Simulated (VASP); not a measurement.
# H in VASP: further runs, part 5 of 5

VASP 6.6.1. The steps go on from the part before.

## Step 6: Single point, PBE (atoms moved at random)

The input, INCAR:

```
PREC     = Accurate       # precision mode
ENCUT    = 520            # plane-wave cutoff, eV
EDIFF    = 1E-6           # SCF threshold, eV
ISMEAR   = -1             # smearing method
SIGMA    = 0.05           # smearing width, eV
LREAL    = False          # projectors in reciprocal space
LASPH    = True           # aspherical terms in the spheres
NELM     = 60             # most SCF steps
ALGO     = Normal         # electronic algorithm
ISIF     = 2              # what is computed and relaxed
LWAVE    = False          # write WAVECAR
LCHARG   = False          # write CHGCAR
GGA      = PE             # functional
NBANDS   = 10             # bands
```

The input, KPOINTS:

```
regular mesh
0
Gamma
  7 7 7
```

The input, POSCAR:

```
H
1.0
    2.6234813799     -2.5669048168      0.0000000000
    2.6234813799      2.5669048168      0.0000000000
    0.0000000000      0.0000000000      4.1418180000
H
4
Direct
    0.0342600000      0.9554870000      0.9334030000
    0.5466210000      0.4493160000      0.5615830000
    0.4483580000      0.5367250000      0.4389070000
    0.9595920000      0.0642330000      0.0668170000
```

Potentials or basis: VASP PAW PBE potentials, release 64 (H).

Launch:

```sh
> cat potpaw_PBE.64/H/POTCAR > POTCAR
> mpirun -np 1 vasp_std > vasp.out
```

OUTCAR:

```text
PREC = Accurate
   ENCUT = 520
   EDIFF = 1E-6
   ISMEAR = -1
   LREAL = False
   LASPH = True
   NELM = 60
   ISIF = 2
   GGA = PE

 ion  position               nearest neighbor table
   1  0.034  0.955  0.933-   4 0.73
   2  0.547  0.449  0.562-   3 0.70
   3  0.448  0.537  0.439-   2 0.70
   4  0.960  0.064  0.067-   1 0.73

  LATTYP: Found a base centered orthorhombic cell.
 ALAT       =     5.1338096336
 B/A-ratio  =     1.0220407717
 C/A-ratio  =     0.8067728053

  Lattice vectors:

 A1 = (  -2.6234813799,  -2.5669048168,   0.0000000000)
 A2 = (   2.6234813799,  -2.5669048168,   0.0000000000)
 A3 = (   0.0000000000,   0.0000000000,   4.1418180000)

Analysis of symmetry for initial positions (statically):
=====================================================================
 Subroutine PRICEL returns:
 Original cell was already a primitive cell.

 Routine SETGRP: Setting up the symmetry group for a
 base centered orthorhombic supercell.

 Subroutine GETGRP returns: Found  1 space group operations
 (whereof  1 operations were pure point group operations)
 out of a pool of  8 trial point group operations.

The static configuration has the point symmetry C_1 .

Analysis of symmetry for dynamics (positions and initial velocities):
=====================================================================
 Subroutine PRICEL returns:
 Original cell was already a primitive cell.

 Routine SETGRP: Setting up the symmetry group for a
 base centered orthorhombic supercell.

 Subroutine GETGRP returns: Found  1 space group operations
 (whereof  1 operations were pure point group operations)
 out of a pool of  8 trial point group operations.

The dynamic configuration has the point symmetry C_1 .

 Subroutine INISYM returns: Found  1 space group operations
 (whereof  1 operations are pure point group operations),
 and found     1 'primitive' translations

----------------------------------------------------------------------------------------

                                     Primitive cell

  volume of cell :      55.7839

  direct lattice vectors                    reciprocal lattice vectors
     2.623481380 -2.566904817  0.000000000     0.190586449 -0.194787121  0.000000000
     2.623481380  2.566904817  0.000000000     0.190586449  0.194787121  0.000000000
     0.000000000  0.000000000  4.141818000     0.000000000  0.000000000  0.241439870

  length of vectors
     3.670375306  3.670375306  4.141818000     0.272516453  0.272516453  0.241439870

  position of ions in fractional coordinates (direct lattice)
     0.034260000  0.955487000  0.933403000
     0.546621000  0.449316000  0.561583000
     0.448358000  0.536725000  0.438907000
     0.959592000  0.064233000  0.066817000

  ion indices of the primitive-cell ions
   primitive index   ion index
                 1           1
                 2           2
                 3           3
                 4           4

----------------------------------------------------------------------------------------

 KPOINTS: regular mesh

Automatic generation of k-mesh.
 Grid dimensions read from file:
 generate k-points for:    7    7    7

 Generating k-lattice:

  Cartesian coordinates                     Fractional coordinates (reciprocal lattice)
     0.027226636 -0.027826732  0.000000000     0.142857143  0.000000000  0.000000000
     0.027226636  0.027826732  0.000000000     0.000000000  0.142857143  0.000000000
     0.000000000  0.000000000  0.034491410     0.000000000  0.000000000  0.142857143

  Length of vectors
     0.038930922  0.038930922  0.034491410

  Shift w.r.t. Gamma in fractional coordinates (k-lattice)
     0.000000000  0.000000000  0.000000000

 Subroutine IBZKPT returns following result:
 ===========================================

 Found    172 irreducible k-points:

 Following reciprocal coordinates:
            Coordinates               Weight
  0.000000  0.000000  0.000000      1.000000
  0.142857  0.000000  0.000000      2.000000
 -0.000000 -0.142857  0.000000      2.000000
  0.285714  0.000000  0.000000      2.000000
  0.000000 -0.285714  0.000000      2.000000
  0.428571  0.000000  0.000000      2.000000
[... 16 lines left out ...]
 -0.285714  0.285714  0.000000      2.000000
  0.428571  0.428571  0.000000      2.000000
 [... further k-points ...]
   k-points           NKPTS =    172   k-points in BZ     NKDIM =    172   number of bands    NBANDS=     10
   number of dos      NEDOS =    301   number of ions     NIONS =      4
   total plane-waves  NPLWV =  25088
   dimension x,y,z NGX =    28 NGY =   28 NGZ =   32
   dimension x,y,z NGXF=    56 NGYF=   56 NGZF=   64
   ions per type =               4
   NGX,Y,Z   is equivalent  to a cutoff of  12.68, 12.68, 12.84 a.u.
   NGXF,Y,Z  is equivalent  to a cutoff of  25.36, 25.36, 25.69 a.u.
 SYSTEM =  unknown system
   PREC   = accura    normal or accurate (medium, high low for compatibility)
   ISTART =      0    job   : 0-new  1-cont  2-samecut
   ICHARG =      2    charge: 1-file 2-atom 10-const
   ISPIN  =      1    spin polarized calculation?
   LNONCOLLINEAR =      F non collinear calculations
   LSORBIT =      F    spin-orbit coupling
   LASPH  =      T    aspherical Exc in radial PAW
   ENCUT  =  520.0 eV  38.22 Ry    6.18 a.u.   6.82  6.82  7.70*2*pi/ulx,y,z
   NELM   =     60;   NELMIN=  2; NELMDL= -5     # of ELM steps
   EDIFF  = 0.1E-05   stopping-criterion for ELM
   LREAL  =      F    real-space projection
   EDIFFG = 0.1E-04   stopping-criterion for IOM
   NSW    =      0    number of steps for IOM
   IBRION =     -1    ionic relax: 0-MD 1-quasi-New 2-CG
   NFREE  =      0    steps in history (QN), initial steepest desc. (CG)
   ISIF   =      2    stress and relaxation
   ISYM   =      2    0-nonsym 1-usesym 2-fastsym
   POTIM  = 0.5000    time-step for ionic-motion
   TEBEG  =    0.0;   TEEND  =   0.0 temperature during run
   PSTRESS=    0.0 pullay stress
   NELECT =       4.0000    total number of electrons
   NUPDOWN=      -1.0000    fix difference up-down
   EMIN   =  10.00;   EMAX   =-10.00  energy-range for DOS
   EFERMI =   0.00;   METHOD = LEGACY
   ISMEAR =    -1;   SIGMA  =   0.05  broadening in eV -4-tet -1-fermi 0-gaus
   EFERMI_NEDOS =   21; number of points for ismear=-14 and -15
   IALGO  =     38    algorithm
   IMIX   =      4    mixing-type and parameters
     AMIX     =   0.40;   BMIX     =  1.00
     AMIX_MAG =   1.60;   BMIX_MAG =  1.00
  volume/ion in A,a.u.               =      13.95        94.11
  Fermi-wavevector in a.u.,A,eV,Ry     =   0.680130  1.285259  6.293739  0.462577
  Thomas-Fermi vector in A             =   1.758530
   LORBIT       =      0    0 simple, 1 ext, 2 COOP (PROOUT), +10 PAW based schemes
   GGA     = PE    functional components
   LHFCALC =     F    Hartree Fock is set to
   AEXX    =    0.0000 exact exchange contribution
   IVDW    =     0    specifies the selected vdW correction
   LEPSILON=     F    determine dielectric tensor
   LRPA    =     F    only Hartree local field effects (RPA)
 non-spin polarized calculation
  energy-cutoff  :      520.00
  volume of cell :       55.78
 maximum number of plane-waves:      1516
   NGX = 13   NGY = 13   NGZ = 15

 number of electron       4.0000000 magnetization

 Free energy of the ion-electron system (eV)
  ---------------------------------------------------
  ext. energy  EPLUGINS =         0.00000000
  ---------------------------------------------------
  free energy    TOTEN  =       -13.51802478 eV

  energy without entropy =      -13.51802478  energy(sigma->0) =      -13.51802478

 E-fermi :  -7.7393     XC(G=0):  -4.8908

 val. band max:       -8.7660706314   @ k =   0.0000   0.0000   0.0000
 cond. band min:       0.7491769846   @ k =   0.0000   0.4286  -0.4286
 fundamental gap:      9.5152476160
 Fermi energy:        -7.7393186459

 k-point     1 :       0.0000    0.0000    0.0000
  band No.  band energies     occupation
      1     -10.4839      2.00000
      2      -8.7661      2.00000
      3       3.0268      0.00000
      4       3.9267      0.00000
      5       4.7469      0.00000
      6       6.7107      0.00000
      7       7.0280      0.00000
      8       8.4600      0.00000
      9      10.7378      0.00000
     10      11.3087      0.00000
[... 287 lines left out ...]
 k-point    24 :       0.4286    0.4286    0.0000
  band No.  band energies     occupation
      1      -9.4206      2.00000
      2      -9.1120      2.00000
      3       1.1767      0.00000
      4       1.9862      0.00000
      5       5.6485      0.00000
      6       6.5732      0.00000
      7       7.3277      0.00000
      8       7.5524      0.00000
      9       9.4327      0.00000
     10      10.4915      0.00000

 [... further k-points ...]
[... 5 lines left out ...]
  --------------------------------------------------------------------------------------
  -------------------------------------------------------------------------------------
  Total       -0.0120479      0.8766920      1.0705332     -0.0034574     -0.5107605      0.0888044
  in kB       -0.3460297     25.1796023     30.7469440     -0.0993012    -14.6696291      2.5505641
  external PRESSURE =      18.5268389 kB  Pullay stress =       0.0000000 kB

 VOLUME and BASIS-vectors are now :
 -----------------------------------------------------------------------------
  energy-cutoff  :      520.00
  volume of cell :       55.78
      direct lattice vectors                 reciprocal lattice vectors
     2.623481380 -2.566904817  0.000000000     0.190586449 -0.194787121  0.000000000
     2.623481380  2.566904817  0.000000000     0.190586449  0.194787121  0.000000000
     0.000000000  0.000000000  4.141818000     0.000000000  0.000000000  0.241439870

 POSITION                                       TOTAL-FORCE (eV/Angst)
 -----------------------------------------------------------------------------------
      2.59658      2.36470      3.86599        -0.082163     -0.445075     -0.519479
      2.61282     -0.24977      2.32597         0.086447     -1.487915      1.591581
      2.58435      0.22683      1.81787        -0.083769      1.490528     -1.591549
      2.68599     -2.29830      0.27674         0.079485      0.442462      0.519447
 -----------------------------------------------------------------------------------
    total drift:                               -0.000054      0.000062      0.000020

  FREE ENERGIE OF THE ION-ELECTRON SYSTEM (eV)
  ---------------------------------------------------
  free  energy   TOTEN  =       -13.5180247843 eV

  energy  without entropy=      -13.5180247843  energy(sigma->0) =      -13.51802478
```

It took 44 s on 1 thread of Intel Xeon Platinum 8375C at 2.90GHz (Ice Lake), shared host; peak memory 0.2 GiB.

What came out:

| Item | Value |
| --- | --- |
| Free energy | -13.5180 eV |
| Pressure | 1.9 GPa |
| Largest force | 2.182 eV/Å |
| Band gap on the k mesh | 9.52 eV, indirect (least direct gap 10.01 eV) |

Forces on the atoms (eV/Å):
```
H   -0.082 -0.445 -0.519
H    0.086 -1.488  1.592
H   -0.084  1.491 -1.592
H    0.079  0.442  0.519
```

Stress tensor (GPa, compression positive):
```
-0.03 -0.01  0.26
-0.01  2.52 -1.47
 0.26 -1.47  3.07
```

Levels at points of the mesh, in eV from the valence-band top:
| k point | band 1 | band 2 | band 3 | band 4 | band 5 | band 6 | band 7 |
| --- | --- | --- | --- | --- | --- | --- | --- |
| (0.00, 0.00, 0.00) | -1.72 | 0.00 | 11.79 | 12.69 | 13.51 | 15.48 | 15.79 |

Caveat: the cell differs from its parent crystal (atoms moved at random); forces of over 1 eV/Å act on the atoms, so gaps and moduli don't describe the material at rest.

## Step 7: Summary

```csv
cell,gap on the mesh (eV),pressure (GPa),largest force (eV/Å)
"a = 3.670, b = 3.670, c = 4.142 Å, angles 90.0, 90.0, 88.8°, 4 atoms",9.52,1.9,2.18
"a = 3.695, b = 3.695, c = 4.169 Å, angles 90.0, 90.0, 88.8°, 4 atoms",9.33,0.0,0.08
"a = 3.719, b = 3.719, c = 4.196 Å, angles 90.0, 90.0, 88.8°, 4 atoms",9.31,-0.2,0.08
"a = 3.742, b = 3.742, c = 4.223 Å, angles 90.0, 90.0, 88.8°, 4 atoms",9.28,-0.4,0.24
```

Some of these runs hold the atoms at other places in the same cell, which the table doesn't show; runs alike in all that it shows share one row.

Alike in all rows: task single point; level PBE; potentials or basis VASP PAW PBE potentials, release 64 (H); no spin polarisation; k mesh 7 × 7 × 7; cutoff (eV) 520; smearing fermi-dirac 0.05 eV.

Caveats: forces of over 1 eV/Å act on the atoms, so gaps and moduli don't describe the material at rest (some runs).

Total energies depend on the potentials used, so only differences within one code and one set of settings carry meaning.
